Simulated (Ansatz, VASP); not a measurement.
# Be3CdO4 in VASP and in Ansatz

```xyz
8
Lattice="2.8600 0.0000 0.0000 0.0000 2.8600 0.0000 0.0000 0.0000 8.6829" Properties=species:S:1:pos:R:3 pbc="T T T"
Be    1.4300    1.4300    6.1552
Be    0.0000    0.0000    4.3414
Be    1.4300    1.4300    2.5276
Cd    0.0000    0.0000    0.0000
O     0.0000    1.4300    5.2450
O     1.4300    0.0000    7.0361
O     1.4300    0.0000    3.4379
O     0.0000    1.4300    1.6468
```

Alike in both runs: task single point; functional PBE; k mesh 6 × 6 × 2; occupations gaussian, width 0.1 eV; no spin polarisation.

|  | VASP | Ansatz |
| --- | --- | --- |
| version | VASP 6.6.1 | Ansatz 0.2.0 |
| potentials or method | VASP PAW PBE potentials, release 64 (Be, Cd_sv_GW, O), cutoff 700 eV | scalar-relativistic, plane waves, PAW |
| valence electrons in the cell | 50 | 50 |

VASP gave:

```
gap on the k mesh at the Fermi level (eV)                     : 1.80
least direct gap on the mesh (eV)                             : 1.80
pressure (GPa)                                                : -0.1
traceless stress, the component that is largest in VASP (GPa) : 0.29
```

Q: Estimate Ansatz's values.

A: gap on the k mesh at the Fermi level (eV): 1.81; least direct gap on the mesh (eV): 1.81; pressure (GPa): 0.0; traceless stress, the component that is largest in VASP (GPa): 0.29.
